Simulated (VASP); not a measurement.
InP, 2 atoms in the cell. The structure is tetragonal, space group I-4m2 (No. 119). Conventional cell: a = 4.177 Å, b = 4.177 Å, c = 6.055 Å, α = 90.00°, β = 90.00°, γ = 90.00°. In (site symmetry -4m2) has 4 P at 2.58 Å within 3.4 Å. Within 3.4 Å of P (site symmetry -4m2) lie 4 In at 2.58 Å.  This cell differs from its parent crystal: uniaxial x strain +2.5%.

| Item | Value |
| --- | --- |
| Program | VASP 6.6.1 |
| Task | single point |
| Functional | PBE |
| Potentials or basis | VASP PAW PBE potentials, release 64 (In_d, P) |
| Cutoff | 520 eV |
| k mesh | 8 × 8 × 8 |
| Occupations | fermi-dirac, width 0.02 eV |
| Spin | no spin polarisation |
| Dipole correction | no |
| Further INCAR settings | ALGO = Normal; EDIFF = 1e-06; NBANDS = 16 |

Potentials or basis: VASP PAW PBE potentials, release 64 (In_d, P).

Command:

```bash
$ cat potpaw_PBE.64/In_d/POTCAR potpaw_PBE.64/P/POTCAR > POTCAR
$ mpirun -np 1 vasp_std > vasp.out
```

Hardware: 1 thread of Intel(R) Xeon(R) 6975P-C (Granite Rapids), on a shared host.

**Question.** How long does it take, and how much memory?

**Answer.** Wall time 14 s on 1 thread of Intel(R) Xeon(R) 6975P-C (Granite Rapids) (shared host), peak memory 0.2 GiB. Counts: scf iterations 12, k points 59.
